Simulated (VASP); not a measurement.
Wanted: the native input for a VASP 6.6.1 run.

```yaml
Task: equation of state
Functional: revPBE
Potentials_or_basis: VASP PAW PBE potentials, release 64 (Ba_sv_GW, S_GW)
Cutoff: 450 eV
k_mesh: 6 × 6 × 6
Occupations: gaussian, width 0.03 eV
Spin: no spin polarisation
Tolerance_level: standard
Purpose: choice of potentials
Eos_scales: "[0.91, 0.94, 0.97, 1.0, 1.03, 1.06, 1.09]"
Further_INCAR_settings: ALGO = Normal; EDIFF = 1e-07; NSW = 0
```

The structure of BaS lies in POSCAR.step2:

```
BaS
1.0
    0.0000000000      3.1285531347      3.1285531347
    3.1285531347      0.0000000000      3.1285531347
    3.1285531347      3.1285531347      0.0000000000
Ba S
1 1
Direct
    0.0000000000      0.0000000000      0.0000000000
    0.5000000000      0.5000000000      0.5000000000
```

The structure of BaS lies in POSCAR.step3:

```
BaS
1.0
    0.0000000000      3.1614876932      3.1614876932
    3.1614876932      0.0000000000      3.1614876932
    3.1614876932      3.1614876932      0.0000000000
Ba S
1 1
Direct
    0.0000000000      0.0000000000      0.0000000000
    0.5000000000      0.5000000000      0.5000000000
```

The structure of BaS lies in POSCAR.step4:

```
BaS
1.0
    0.0000000000      3.1937500000      3.1937500000
    3.1937500000      0.0000000000      3.1937500000
    3.1937500000      3.1937500000      0.0000000000
Ba S
1 1
Direct
    0.0000000000      0.0000000000      0.0000000000
    0.5000000000      0.5000000000      0.5000000000
```

The structure of BaS lies in POSCAR.step5:

```
BaS
1.0
    0.0000000000      3.2253733437      3.2253733437
    3.2253733437      0.0000000000      3.2253733437
    3.2253733437      3.2253733437      0.0000000000
Ba S
1 1
Direct
    0.0000000000      0.0000000000      0.0000000000
    0.5000000000      0.5000000000      0.5000000000
```

The structure of BaS lies in POSCAR.step6:

```
BaS
1.0
    0.0000000000      3.2563884516      3.2563884516
    3.2563884516      0.0000000000      3.2563884516
    3.2563884516      3.2563884516      0.0000000000
Ba S
1 1
Direct
    0.0000000000      0.0000000000      0.0000000000
    0.5000000000      0.5000000000      0.5000000000
```

The structure of BaS lies in POSCAR.step7:

```
BaS
1.0
    0.0000000000      3.2868237526      3.2868237526
    3.2868237526      0.0000000000      3.2868237526
    3.2868237526      3.2868237526      0.0000000000
Ba S
1 1
Direct
    0.0000000000      0.0000000000      0.0000000000
    0.5000000000      0.5000000000      0.5000000000
```

One way to write it, as run:

POSCAR.step1

```
BaS
1.0
    0.0000000000      3.0949101710      3.0949101710
    3.0949101710      0.0000000000      3.0949101710
    3.0949101710      3.0949101710      0.0000000000
Ba S
1 1
Direct
    0.0000000000      0.0000000000      0.0000000000
    0.5000000000      0.5000000000      0.5000000000
```

INCAR

```
GGA = RE ; ISMEAR = 0
SIGMA = 0.03 ; LWAVE = False
LCHARG = False ; ISIF = 2
NSW = 0 ; ENCUT = 450
PREC = Accurate ; LASPH = True
LREAL = False ; ALGO = Normal
EDIFF = 1E-7 ; NELM = 120
GGA_COMPAT = False ; EFERMI = MIDGAP
```

KPOINTS

```
k-points
0
Gamma
  6 6 6
```

Potentials or basis: VASP PAW PBE potentials, release 64 (Ba_sv_GW, S_GW).

Run with:

```sh
$ cat potpaw_PBE.64/Ba_sv_GW/POTCAR potpaw_PBE.64/S_GW/POTCAR > POTCAR
$ cp POSCAR.step1 POSCAR
$ mpirun -np 1 vasp_std > vasp.out
$ cp POSCAR.step2 POSCAR
$ mpirun -np 1 vasp_std > vasp.out
$ cp POSCAR.step3 POSCAR
$ mpirun -np 1 vasp_std > vasp.out
$ cp POSCAR.step4 POSCAR
$ mpirun -np 1 vasp_std > vasp.out
$ cp POSCAR.step5 POSCAR
$ mpirun -np 1 vasp_std > vasp.out
$ cp POSCAR.step6 POSCAR
$ mpirun -np 1 vasp_std > vasp.out
$ cp POSCAR.step7 POSCAR
$ mpirun -np 1 vasp_std > vasp.out
```

It gave:

```json
{
  "Equilibrium volume": "34.16 Å³/atom",
  "Bulk modulus": "38 GPa",
  "Pressure derivative of the bulk modulus": "4.5"
}
```

Caveat: the PAW data sets were made with another functional, which shifts forces and pressure a little; spin-orbit coupling is left out, which moves the levels of the heavy elements.

Wall time 99 s on 1 thread of Intel(R) Xeon(R) Platinum 8259CL CPU @ 2.50GHz (Skylake/Cascade Lake), with other jobs on the host, peak memory 0.19 GiB.
